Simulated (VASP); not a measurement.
# TaC (Fm-3m) in VASP: single point with PBEsol

Aim: the single point of TaC with PBEsol.

All numbers are computed with VASP 6.6.1; they aren't measurements. Logs are shortened: lines on timing, memory, paths and dates and some standing lists are left out, and cuts for length are marked.

## Step 1: The cell of the first run

The structure is cubic, space group Fm-3m (No. 225). Conventional cell: a = 4.440 Å, b = 4.440 Å, c = 4.440 Å, α = 90.00°, β = 90.00°, γ = 90.00°. Within 2.9 Å of Ta (site symmetry m-3m) lie 6 C at 2.22 Å. Within 2.9 Å of C (site symmetry m-3m) lie 6 Ta at 2.22 Å.

## Step 2: Single point, PBEsol, non-collinear spin, zero start, spin-orbit coupling

The input, INCAR:

```
SYSTEM = TaC
ALGO = Normal ; EDIFF = 1E-6
ENCUT = 600 ; GGA = PS
GGA_COMPAT = .False. ; ISIF = 2
ISMEAR = 0 ; LASPH = .True.
LCHARG = .True. ; LMAXMIX = 4
LORBIT = 11 ; LORBMOM = .True.
LREAL = .False. ; LSORBIT = .True.
LVHAR = .True. ; LWAVE = .False.
MAGMOM = 0 0 0 0 0 0 ; NBANDS = 27
NELM = 200 ; PREC = Accurate
SIGMA = 0.1
```

The input, KPOINTS:

```
k-points
0
Gamma
  16 16 16
  0 0 0
```

The input, POSCAR:

```
TaC
1.0
    0.0000000000      2.2198067638      2.2198067638
    2.2198067638      0.0000000000      2.2198067638
    2.2198067638      2.2198067638      0.0000000000
Ta C
1 1
Direct
    0.0000000000      0.0000000000      0.0000000000
    0.5000000000      0.5000000000      0.5000000000
```

Potentials or basis: VASP PAW PBE potentials, release 64 (Ta_pv, C).

On the command line:

```
> cat potpaw_PBE.64/Ta_pv/POTCAR potpaw_PBE.64/C/POTCAR > POTCAR
> mpirun -np 1 vasp_ncl > vasp.out
```

OUTCAR:

```text
SYSTEM = TaC
   EDIFF = 1E-6
   ENCUT = 600
   GGA = PS
   ISIF = 2
   ISMEAR = 0
   LASPH = .True.
   LORBIT = 11
   LREAL = .False.
   LSORBIT = .True.
   NELM = 200
   PREC = Accurate

 ion  position               nearest neighbor table
   1  0.000  0.000  0.000-   2 2.22   2 2.22   2 2.22   2 2.22   2 2.22   2 2.22
   2  0.500  0.500  0.500-   1 2.22   1 2.22   1 2.22   1 2.22   1 2.22   1 2.22

  LATTYP: Found a face centered cubic cell.
 ALAT       =     4.4396135276

  Lattice vectors:

 A1 = (   0.0000000000,   2.2198067638,   2.2198067638)
 A2 = (   2.2198067638,   0.0000000000,   2.2198067638)
 A3 = (   2.2198067638,   2.2198067638,   0.0000000000)

Analysis of symmetry for initial positions (statically):
=====================================================================
 Subroutine PRICEL returns:
 Original cell was already a primitive cell.

 Routine SETGRP: Setting up the symmetry group for a
 face centered cubic supercell.

 Subroutine GETGRP returns: Found 48 space group operations
 (whereof 48 operations were pure point group operations)
 out of a pool of 48 trial point group operations.

The static configuration has the point symmetry O_h .

Analysis of symmetry for dynamics (positions and initial velocities):
=====================================================================
 Subroutine PRICEL returns:
 Original cell was already a primitive cell.

 Routine SETGRP: Setting up the symmetry group for a
 face centered cubic supercell.

 Subroutine GETGRP returns: Found 48 space group operations
 (whereof 48 operations were pure point group operations)
 out of a pool of 48 trial point group operations.

The dynamic configuration has the point symmetry O_h .

Analysis of structural, dynamic, and magnetic symmetry:
=====================================================================
 Subroutine PRICEL returns:
 Original cell was already a primitive cell.

 Routine SETGRP: Setting up the symmetry group for a
 face centered cubic supercell.

 Subroutine GETGRP returns: Found 48 space group operations
 (whereof 48 operations were pure point group operations)
 out of a pool of 48 trial point group operations.

The overall configuration has the point symmetry O_h .

 Subroutine INISYM returns: Found 48 space group operations
 (whereof 48 operations are pure point group operations),
 and found     1 'primitive' translations

----------------------------------------------------------------------------------------

                                     Primitive cell

  volume of cell :      21.8764

  direct lattice vectors                    reciprocal lattice vectors
     0.000000000  2.219806764  2.219806764    -0.225244831  0.225244831  0.225244831
     2.219806764  0.000000000  2.219806764     0.225244831 -0.225244831  0.225244831
     2.219806764  2.219806764  0.000000000     0.225244831  0.225244831 -0.225244831

  length of vectors
     3.139280831  3.139280831  3.139280831     0.390135492  0.390135492  0.390135492

  position of ions in fractional coordinates (direct lattice)
     0.000000000  0.000000000  0.000000000
     0.500000000  0.500000000  0.500000000

  ion indices of the primitive-cell ions
   primitive index   ion index
                 1           1
                 2           2

----------------------------------------------------------------------------------------

 KPOINTS: k-points

Automatic generation of k-mesh.
 Grid dimensions read from file:
 generate k-points for:   16   16   16

 Generating k-lattice:

  Cartesian coordinates                     Fractional coordinates (reciprocal lattice)
    -0.014077802  0.014077802  0.014077802     0.062500000  0.000000000  0.000000000
     0.014077802 -0.014077802  0.014077802     0.000000000  0.062500000  0.000000000
     0.014077802  0.014077802 -0.014077802     0.000000000  0.000000000  0.062500000

  Length of vectors
     0.024383468  0.024383468  0.024383468

  Shift w.r.t. Gamma in fractional coordinates (k-lattice)
     0.000000000  0.000000000  0.000000000

 Subroutine IBZKPT returns following result:
 ===========================================

 Found    145 irreducible k-points:

 Following reciprocal coordinates:
            Coordinates               Weight
  0.000000  0.000000  0.000000      1.000000
  0.062500  0.000000  0.000000      8.000000
  0.125000  0.000000  0.000000      8.000000
  0.187500  0.000000  0.000000      8.000000
  0.250000  0.000000  0.000000      8.000000
  0.312500  0.000000  0.000000      8.000000
[... 16 lines left out ...]
 -0.125000  0.062500  0.000000     24.000000
 -0.062500  0.062500  0.000000     12.000000
 [... further k-points ...]
   k-points           NKPTS =    145   k-points in BZ     NKDIM =    145   number of bands    NBANDS=     27
[... 22 lines left out ...]
   NFREE  =      0    steps in history (QN), initial steepest desc. (CG)
   ISIF   =      2    stress and relaxation
   ISYM   =      2    0-nonsym 1-usesym 2-fastsym
   POTIM  = 0.5000    time-step for ionic-motion
   TEBEG  =    0.0;   TEEND  =   0.0 temperature during run
   PSTRESS=    0.0 pullay stress
   NELECT =      15.0000    total number of electrons
   NUPDOWN=      -1.0000    fix difference up-down
   EMIN   =  10.00;   EMAX   =-10.00  energy-range for DOS
   EFERMI =   0.00;   METHOD = LEGACY
   ISMEAR =     0;   SIGMA  =   0.10  broadening in eV -4-tet -1-fermi 0-gaus
   EFERMI_NEDOS =   21; number of points for ismear=-14 and -15
   IALGO  =     38    algorithm
   IMIX   =      4    mixing-type and parameters
     AMIX     =   0.40;   BMIX     =  1.00
     AMIX_MAG =   1.60;   BMIX_MAG =  1.00
  volume/ion in A,a.u.               =      10.94        73.81
  Fermi-wavevector in a.u.,A,eV,Ry     =   1.443600  2.728008 28.354266  2.083980
  Thomas-Fermi vector in A             =   2.561989
   LORBIT       =     11    0 simple, 1 ext, 2 COOP (PROOUT), +10 PAW based schemes
   GGA     = PS    functional components
   LHFCALC =     F    Hartree Fock is set to
   AEXX    =    0.0000 exact exchange contribution
   IVDW    =     0    specifies the selected vdW correction
   LEPSILON=     F    determine dielectric tensor
   LRPA    =     F    only Hartree local field effects (RPA)
 Gauss-broadening in eV      SIGMA  =   0.10
  energy-cutoff  :      600.00
  volume of cell :       21.88
 maximum number of plane-waves:      1496
 NGX is ok and might be reduce to    28
   NGX = 13   NGY = 13   NGZ = 13

 number of electron      14.9999999 magnetization       0.0000000      0.0000000      0.0000000

 number of electron      14.9999999 magnetization       0.0000000     -0.0000000      0.0000000

 number of electron      14.9999999 magnetization      -0.0000000      0.0000000     -0.0000000

 Free energy of the ion-electron system (eV)
  ---------------------------------------------------
  ext. energy  EPLUGINS =         0.00000000
  ---------------------------------------------------
  free energy    TOTEN  =       -24.18454785 eV

  energy without entropy =      -24.18279579  energy(sigma->0) =      -24.18367182

 E-fermi :   8.3012     XC(G=0): -13.3827

 val. band max:        8.2783286849   @ k =   0.0625   0.0000   0.0000
 cond. band min:       8.3216362767   @ k =   0.1250   0.0625   0.0000
 fundamental gap:      0.0433075918
 Fermi energy:         8.3011674784

 k-point     1 :       0.0000    0.0000    0.0000
  band No.  band energies     occupation
      1     -32.0080      1.00000
      2     -32.0080      1.00000
      3     -24.1167      1.00000
      4     -24.1167      1.00000
      5     -24.1167      1.00000
      6     -24.1167      1.00000
[... 709 lines left out ...]
     26      15.6397      0.00000
     27      19.1151      0.00000

 [... further k-points ...]
[... 5 lines left out ...]
  --------------------------------------------------------------------------------------
  -------------------------------------------------------------------------------------
  Total        0.1519527      0.1519527      0.1519527      0.0000000     -0.0000000      0.0000000
  in kB       11.1286757     11.1286757     11.1286757      0.0000000     -0.0000000      0.0000000
  external PRESSURE =      11.1286757 kB  Pullay stress =       0.0000000 kB

 VOLUME and BASIS-vectors are now :
 -----------------------------------------------------------------------------
  energy-cutoff  :      600.00
  volume of cell :       21.88
      direct lattice vectors                 reciprocal lattice vectors
     0.000000000  2.219806764  2.219806764    -0.225244831  0.225244831  0.225244831
     2.219806764  0.000000000  2.219806764     0.225244831 -0.225244831  0.225244831
     2.219806764  2.219806764  0.000000000     0.225244831  0.225244831 -0.225244831

 POSITION                                       TOTAL-FORCE (eV/Angst)
 -----------------------------------------------------------------------------------
      0.00000      0.00000      0.00000        -0.000000      0.000000     -0.000000
      2.21981      2.21981      2.21981         0.000000     -0.000000      0.000000
 -----------------------------------------------------------------------------------
    total drift:                               -0.000000      0.000000      0.000000

  FREE ENERGIE OF THE ION-ELECTRON SYSTEM (eV)
  ---------------------------------------------------
  free  energy   TOTEN  =       -24.1845478490 eV

  energy  without entropy=      -24.1827957868  energy(sigma->0) =      -24.18367182

 orbital moment (x)

 # of ion     p       d       tot
 ----------------------------------------
  1         0.000  -0.000  -0.000
  2         0.000   0.000   0.000
 ----------------------------------------
            0.000  -0.000  -0.000

 orbital moment (y)

 # of ion     p       d       tot
 ----------------------------------------
  1         0.000   0.000   0.000
  2        -0.000   0.000  -0.000
 ----------------------------------------
           -0.000   0.000   0.000

 orbital moment (z)

 # of ion     p       d       tot
 ----------------------------------------
  1         0.000   0.000   0.000
  2         0.000   0.000   0.000
 ----------------------------------------
            0.000   0.000   0.000

 Spin-Orbit-Coupling matrix elements

 Ion:    1  E_soc:     -1.2968998
 l=   1
     0.0000000    -0.2025808    -0.2025808
    -0.2025808     0.0000000    -0.2025808
    -0.2025808    -0.2025808     0.0000000
 l=   2
     0.0000000    -0.0029337     0.0000000    -0.0029337    -0.0106354
    -0.0029337     0.0000000    -0.0079766    -0.0029337    -0.0026589
     0.0000000    -0.0079766     0.0000000    -0.0079766     0.0000000
    -0.0029337    -0.0029337    -0.0079766     0.0000000    -0.0026589
    -0.0106354    -0.0026589     0.0000000    -0.0026589     0.0000000
 l=   3
     0.0000000     0.0000000     0.0000000     0.0000000     0.0000000     0.0000000     0.0000000
     0.0000000     0.0000000     0.0000000     0.0000000     0.0000000     0.0000000     0.0000000
     0.0000000     0.0000000     0.0000000     0.0000000     0.0000000     0.0000000     0.0000000
     0.0000000     0.0000000     0.0000000     0.0000000     0.0000000     0.0000000     0.0000000
     0.0000000     0.0000000     0.0000000     0.0000000     0.0000000     0.0000000     0.0000000
     0.0000000     0.0000000     0.0000000     0.0000000     0.0000000     0.0000000     0.0000000
     0.0000000     0.0000000     0.0000000     0.0000000     0.0000000     0.0000000     0.0000000

 Ion:    2  E_soc:     -0.0002265
 l=   1
     0.0000000    -0.0000377    -0.0000377
    -0.0000377     0.0000000    -0.0000377
    -0.0000377    -0.0000377     0.0000000
 l=   2
     0.0000000     0.0000000     0.0000000     0.0000000     0.0000000
     0.0000000     0.0000000     0.0000000     0.0000000     0.0000000
     0.0000000     0.0000000     0.0000000     0.0000000     0.0000000
     0.0000000     0.0000000     0.0000000     0.0000000     0.0000000
     0.0000000     0.0000000     0.0000000     0.0000000     0.0000000
 l=   3
     0.0000000     0.0000000     0.0000000     0.0000000     0.0000000     0.0000000     0.0000000
     0.0000000     0.0000000     0.0000000     0.0000000     0.0000000     0.0000000     0.0000000
     0.0000000     0.0000000     0.0000000     0.0000000     0.0000000     0.0000000     0.0000000
     0.0000000     0.0000000     0.0000000     0.0000000     0.0000000     0.0000000     0.0000000
     0.0000000     0.0000000     0.0000000     0.0000000     0.0000000     0.0000000     0.0000000
     0.0000000     0.0000000     0.0000000     0.0000000     0.0000000     0.0000000     0.0000000
     0.0000000     0.0000000     0.0000000     0.0000000     0.0000000     0.0000000     0.0000000

 total charge

# of ion       s       p       d       tot
------------------------------------------
    1        0.304   6.282   2.422   9.008
    2        0.859   1.579   0.000   2.438
--------------------------------------------------
tot          1.164   7.861   2.422  11.447

 magnetization (x)

# of ion       s       p       d       tot
------------------------------------------
    1       -0.000   0.000   0.000  -0.000
    2       -0.000   0.000   0.000  -0.000
--------------------------------------------------
tot         -0.000   0.000   0.000  -0.000

 magnetization (y)

# of ion       s       p       d       tot
------------------------------------------
    1       -0.000   0.000   0.000  -0.000
    2        0.000   0.000   0.000   0.000
--------------------------------------------------
tot         -0.000   0.000   0.000  -0.000

 magnetization (z)

# of ion       s       p       d       tot
------------------------------------------
    1       -0.000  -0.000   0.000  -0.000
    2        0.000   0.000   0.000   0.000
--------------------------------------------------
tot         -0.000  -0.000   0.000  -0.000
```

Run time: 4.5 min. Hardware: 1 thread of Oxide Virtual Turin-like, shared host; peak memory 0.31 GiB.

Results:

```yaml
Free_energy: -24.1845 eV
Pressure: 1.1 GPa
Net_moment: 0.00 μB per cell
Valence_electrons_inside_the_program's_atomic_spheres: Ta 9.01; C 2.44
```

Moments on the atoms (μB; x, y, z):
```
Ta  0.00 0.00 0.00
C   0.00 0.00 0.00
```

Caveat: the PAW data sets were made with another functional, which shifts forces and pressure a little.
